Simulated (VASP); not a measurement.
# SiO2 in VASP: relaxation of the atoms with PBE+D3(BJ)

Aim: the relaxation of the atoms of SiO2 with PBE+D3(BJ).

All numbers are computed with VASP 6.6.1; they aren't measurements. Logs are shortened: lines on timing, memory, paths and dates and some standing lists are left out, and cuts for length are marked.

**1. The cell of the first run**

The cell holds a slab with vacuum, 18 atoms: a = 4.915 Å, b = 5.422 Å, c = 23.927 Å, α = 90.00°, β = 90.00°, γ = 90.00°.

**2. Relaxation of the atoms, PBE+D3(BJ)**

INCAR

```
ALGO = Normal ; DIPOL = 0.5 0.5 0.493
EDIFF = 1E-6 ; EDIFFG = -0.03
ENCUT = 520 ; GGA = PE
IBRION = 2 ; IDIPOL = 3
ISIF = 2 ; ISMEAR = 0
IVDW = 12 ; KPAR = 2
LASPH = T ; LCHARG = F
LDIPOL = T ; LREAL = Auto
LWAVE = F ; NCORE = 2
NELM = 80 ; NSW = 90
PREC = Accurate ; SIGMA = 0.05
```

KPOINTS

```
k-points
0
Gamma
  3 3 1
```

POSCAR

```
SiO2
1.0
    4.9152816296      0.0000000000      0.0000000000
    0.0000000000      5.4220874143      0.0000000000
    0.0000000000      0.0000000000     23.9268519090
O Si
12 6
Selective dynamics
Direct
    0.7268435887      0.7797716520      0.3343523849  F F F
    0.9310901040      0.2202283480      0.3585769994  F F F
    0.4310901040      0.1131049854      0.3905474608  F F F
    0.2268435887      0.5535616813      0.4147720753  F F F
    0.8420663073      0.8868950146      0.4392912059  F F F
    0.8420663073      0.4464383187      0.4877404347  F F F
    0.2268435887      0.7797716520      0.5122595653  T T T
    0.4310901040      0.2202283480      0.5364841797  T T T
    0.9310901040      0.1131049854      0.5684546412  T T T
    0.7268435887      0.5535616813      0.5926792556  T T T
    0.3420663073      0.8868950146      0.6171983862  T T T
    0.3420663073      0.4464383187      0.6656476151  T T T
    0.2330595199      0.3333333333      0.3685345640  F F F
    0.7330595199      0.0000000000      0.3805898962  F F F
    0.0338809602      0.6666666667      0.4635158203  F F F
    0.7330595199      0.3333333333      0.5464417444  T T T
    0.2330595199      0.0000000000      0.5584970766  T T T
    0.5338809602      0.6666666667      0.6414230006  T T T
```

Potentials or basis: VASP PAW PBE potentials, release 64 (O, Si).

Command:

```console
$ cat potpaw_PBE.64/O/POTCAR potpaw_PBE.64/Si/POTCAR > POTCAR
$ mpirun -np 4 vasp_std > vasp.out
```

OUTCAR:

```text
EDIFF = 1E-6
   EDIFFG = -0.03
   ENCUT = 520
   GGA = PE
   IBRION = 2
   ISIF = 2
   ISMEAR = 0
   IVDW = 12
   LASPH = T
   LREAL = Auto
   NELM = 80
   NSW = 90
   PREC = Accurate
 IVDW          = 12

 ion  position               nearest neighbor table
   1  0.727  0.780  0.334-  14 1.63
   2  0.931  0.220  0.359-  13 1.62  14 1.63
   3  0.431  0.113  0.391-  14 1.62  13 1.63
   4  0.227  0.554  0.415-  15 1.62  13 1.63
   5  0.842  0.887  0.439-  14 1.62  15 1.63
   6  0.842  0.446  0.488-  16 1.62  15 1.63
   7  0.227  0.780  0.512-  15 1.62  17 1.63
   8  0.431  0.220  0.536-  16 1.62  17 1.63
   9  0.931  0.113  0.568-  17 1.62  16 1.63
  10  0.727  0.554  0.593-  18 1.62  16 1.63
  11  0.342  0.887  0.617-  17 1.62  18 1.63
  12  0.342  0.446  0.666-  18 1.63
  13  0.233  0.333  0.369-   2 1.62   3 1.63   4 1.63  14 3.06  14 3.06  15 3.06
  14  0.733  0.000  0.381-   3 1.62   5 1.62   2 1.63   1 1.63  13 3.06  13 3.06  15 3.06
  15  0.034  0.667  0.464-   7 1.62   4 1.62   5 1.63   6 1.63  14 3.06  17 3.06  16 3.06  13 3.06

  16  0.733  0.333  0.546-   8 1.62   6 1.62  10 1.63   9 1.63  18 3.06  17 3.06  17 3.06  15 3.06

  17  0.233  0.000  0.558-  11 1.62   9 1.62   8 1.63   7 1.63  18 3.06  16 3.06  16 3.06  15 3.06

  18  0.534  0.667  0.641-  10 1.62  11 1.63  12 1.63  17 3.06  16 3.06

  LATTYP: Found a simple orthorhombic cell.
 ALAT       =     4.9152816296
 B/A-ratio  =     1.1031081885
 C/A-ratio  =     4.8678496396

  Lattice vectors:

 A1 = (   4.9152816296,   0.0000000000,   0.0000000000)
 A2 = (   0.0000000000,   5.4220874143,   0.0000000000)
 A3 = (   0.0000000000,   0.0000000000,  23.9268519090)

Analysis of symmetry for initial positions (statically):
=====================================================================
 Subroutine PRICEL returns:
 Original cell was already a primitive cell.

 Routine SETGRP: Setting up the symmetry group for a
 simple orthorhombic supercell.

 Subroutine GETGRP returns: Found  1 space group operations
 (whereof  1 operations were pure point group operations)
 out of a pool of  8 trial point group operations.

The static configuration has the point symmetry C_1 .

Analysis of symmetry for dynamics (positions and initial velocities):
=====================================================================
 Subroutine PRICEL returns:
 Original cell was already a primitive cell.

 Routine SETGRP: Setting up the symmetry group for a
 simple orthorhombic supercell.
[... 167 lines left out ...]
 maximum number of plane-waves:     17189
 NGX is ok and might be reduce to    40
   NGX = 19   NGY = 21   NGZ = 89

--------------------------------------- Ionic step        1  -------------------------------------------

 number of electron      96.0000022 magnetization

 Free energy of the ion-electron system (eV)
  ---------------------------------------------------
  ext. energy  EPLUGINS =         0.00000000
  ---------------------------------------------------
  free energy    TOTEN  =      -132.38136786 eV

  energy without entropy =     -132.38136713  energy(sigma->0) =     -132.38136750

------------------------ aborting loop because EDIFF is reached ----------------------------------------

 Edisp (eV)   -2.01586

 E8    (eV) :    -0.7081
[... 49 lines left out ...]
 number of electron      96.0000009 magnetization

------------------------ aborting loop because EDIFF is reached ----------------------------------------

 vacuum level on the upper side and lower side of the slab       (xc-potential included)        -0.269        -0.028

 Edisp (eV)   -2.01296

 E8    (eV) :    -0.7072

  FORCE on cell =-STRESS in cart. coord.  units (eV):
  Direction    XX          YY          ZZ          XY          YZ          ZX
  --------------------------------------------------------------------------------------
  -------------------------------------------------------------------------------------
  Total       6.54722    10.90701     4.37475    10.35978   -11.55660    -8.94698
  in kB      16.45004    27.40412    10.99166    26.02920   -29.03622   -22.47948
  external pressure =       18.28 kB  Pullay stress =        0.00 kB
[... 89 lines left out ...]
  FREE ENERGIE OF THE ION-ELECTRON SYSTEM (eV)
  ---------------------------------------------------
  free  energy   TOTEN  =      -134.8528892467 eV

  energy  without entropy=     -134.8528885899  energy(sigma->0) =     -134.85288892

 dipolmoment           0.000000      0.000000     -0.022392 electrons x Angstroem

[... ionic steps 4 to 38 ...]

--------------------------------------- Ionic step       39  -------------------------------------------

 number of electron      95.9999999 magnetization

------------------------ aborting loop because EDIFF is reached ----------------------------------------
[... 107 lines left out ...]
--------------------------------------- Ionic step       41  -------------------------------------------

 number of electron      95.9999998 magnetization

 dipolmoment           0.000000      0.000000      0.180860 electrons x Angstroem

 Free energy of the ion-electron system (eV)
  ---------------------------------------------------
  ext. energy  EPLUGINS =         0.00000000
  ---------------------------------------------------
  free energy    TOTEN  =      -133.59202354 eV

  energy without entropy =     -133.59202300  energy(sigma->0) =     -133.59202327

 E-fermi :  -3.5539     XC(G=0):  -3.8816

 val. band max:       -3.7190249587   @ k =   0.3333   0.3333   0.0000
 cond. band min:      -3.4006815777   @ k =   0.0000   0.0000   0.0000
 fundamental gap:      0.3183433809
 Fermi energy:        -3.5538824299

 k-point     1 :       0.0000    0.0000    0.0000
  band No.  band energies     occupation
      1     -24.9804      2.00000
      2     -24.7048      2.00000
      3     -23.9439      2.00000
      4     -23.5610      2.00000
      5     -23.4706      2.00000
      6     -23.3329      2.00000
[... 294 lines left out ...]
     57       3.9116      0.00000
     58       4.0008      0.00000

------------------------ aborting loop because EDIFF is reached ----------------------------------------

 vacuum level on the upper side and lower side of the slab       (xc-potential included)         0.530        -0.646

 Edisp (eV)   -2.00058

 E8    (eV) :    -0.7033

  FORCE on cell =-STRESS in cart. coord.  units (eV):
  Direction    XX          YY          ZZ          XY          YZ          ZX
  --------------------------------------------------------------------------------------
  -------------------------------------------------------------------------------------
  Total       0.45365    -1.55644    -0.44034    -1.32795    -0.02773    -0.64058
  in kB       1.13981    -3.91058    -1.10636    -3.33650    -0.06968    -1.60948
  external pressure =       -1.29 kB  Pullay stress =        0.00 kB
[... 33 lines left out ...]
  FREE ENERGIE OF THE ION-ELECTRON SYSTEM (eV)
  ---------------------------------------------------
  free  energy   TOTEN  =      -135.5926030320 eV

  energy  without entropy=     -135.5926024842  energy(sigma->0) =     -135.59260276

 reached required accuracy - stopping structural energy minimisation

 vacuum level on the upper side and lower side of the slab         4.270         3.064
```

OSZICAR:

```text
N       E                     dE             d eps       ncg     rms          rms(c)
DAV:   1     0.955083484220E+03    0.95508E+03   -0.41124E+04   612   0.133E+03
DAV:   2     0.105125192585E+02   -0.94457E+03   -0.91766E+03   792   0.327E+02
DAV:   3    -0.150472833705E+03   -0.16099E+03   -0.16007E+03   648   0.148E+02
DAV:   4    -0.155031625528E+03   -0.45588E+01   -0.45451E+01   688   0.283E+01
[... 482 lines left out ...]
       N       E                     dE             d eps       ncg     rms          rms(c)
DAV:   1    -0.133592005352E+03   -0.58172E-04   -0.12024E-02   584   0.491E-01    0.312E-02
DAV:   2    -0.133592026502E+03   -0.21150E-04   -0.26917E-04   670   0.682E-02    0.129E-02
DAV:   3    -0.133592024031E+03    0.24714E-05   -0.68820E-06   672   0.144E-02    0.740E-03
DAV:   4    -0.133592023543E+03    0.48759E-06   -0.47890E-06   638   0.122E-02
  41 F= -.13559260E+03 E0= -.13559260E+03  d E =-.752747E-04
```

CONTCAR:

```text
SiO2
   1.00000000000000
     4.9152816295999999    0.0000000000000000    0.0000000000000000
     0.0000000000000000    5.4220874143000000    0.0000000000000000
     0.0000000000000000    0.0000000000000000   23.9268519089999998
  O               Si
    12     6
[... 14 lines left out ...]
     0.2330595199000030    0.3333333332999970    0.3685345640000008   F   F   F
     0.7330595199000030    0.0000000000000000    0.3805898962000001   F   F   F
     0.0338809602000012    0.6666666667000030    0.4635158203000032   F   F   F
     0.7360333725638637    0.3294897092116351    0.5463113798146453   T   T   T
     0.2364008805901265    0.9971551630394593    0.5586862075581700   T   T   T
[... 5 lines left out ...]
  0.00000000E+00  0.00000000E+00  0.00000000E+00
  0.00000000E+00  0.00000000E+00  0.00000000E+00
  0.00000000E+00  0.00000000E+00  0.00000000E+00
[... 10 lines left out ...]
  0.00000000E+00  0.00000000E+00  0.00000000E+00
  0.00000000E+00  0.00000000E+00  0.00000000E+00
```

Run time: 55 min. Hardware: 4 MPI ranks of Intel Xeon Platinum 8259CL at 2.50GHz (Skylake/Cascade Lake), shared host; peak memory 0.46 GiB.

What came out:

| Property | Result |
| --- | --- |
| Free energy | -135.5926 eV |
| Energy gained by relaxing | 66.4 meV/atom |
| Ionic steps | 41 |
| Band gap on the k mesh | 0.32 eV (least direct gap 0.35 eV) |
| Dispersion energy per atom | -0.111 eV |

The path:
| step | energy change (eV) | largest force on free atoms (eV/Å) | pressure (GPa) |
| --- | --- | --- | --- |
| 1 | 0.0000 | 5.5030 | -0.55 |
| 3 | -0.4557 | 3.4098 | 0.02 |
| 5 | -1.0130 | 2.5762 | -0.30 |
| 7 | -1.1022 | 0.6461 | -0.38 |
| 9 | -1.1352 | 0.5832 | -0.20 |
| 11 | -1.1523 | 0.5673 | -0.14 |
| 13 | -1.1592 | 0.3869 | -0.05 |
| 15 | -1.1656 | 0.2253 | -0.04 |
| 17 | -1.1696 | 0.2623 | -0.07 |
| 19 | -1.1754 | 0.2101 | -0.15 |
| 21 | -1.1797 | 0.3790 | -0.12 |
| 23 | -1.1832 | 0.2375 | -0.13 |
| 25 | -1.1866 | 0.2596 | -0.08 |
| 27 | -1.1908 | 0.1848 | -0.07 |
| 29 | -1.1925 | 0.1153 | -0.07 |
| 31 | -1.1934 | 0.1782 | -0.10 |
| 33 | -1.1941 | 0.0964 | -0.10 |
| 35 | -1.1946 | 0.0815 | -0.11 |
| 37 | -1.1951 | 0.0445 | -0.13 |
| 39 | -1.1952 | 0.0438 | -0.13 |
| 41 | -1.1954 | 0.0299 | -0.13 |

Final structure:
```
O Si
1.0
     4.91528    0.00000    0.00000
     0.00000    5.42209    0.00000
     0.00000    0.00000   23.92685
O Si
12 6
Direct
  0.72684 0.77977 0.33435
  0.93109 0.22023 0.35858
  0.43109 0.11310 0.39055
  0.22684 0.55356 0.41477
  0.84207 0.88689 0.43929
  0.84207 0.44644 0.48774
  0.22913 0.77483 0.51253
  0.43436 0.21561 0.53597
  0.93602 0.11227 0.56789
  0.71418 0.55034 0.59301
  0.34515 0.87992 0.61726
  0.33706 0.43462 0.67779
  0.23306 0.33333 0.36853
  0.73306 0.00000 0.38059
  0.03388 0.66667 0.46352
  0.73603 0.32949 0.54631
  0.23640 0.99716 0.55869
  0.46134 0.61187 0.63546
```

Caveat: the k points lie up to 0.43 Å⁻¹ apart; semilocal functionals underestimate gaps, and a narrow one can read as zero.
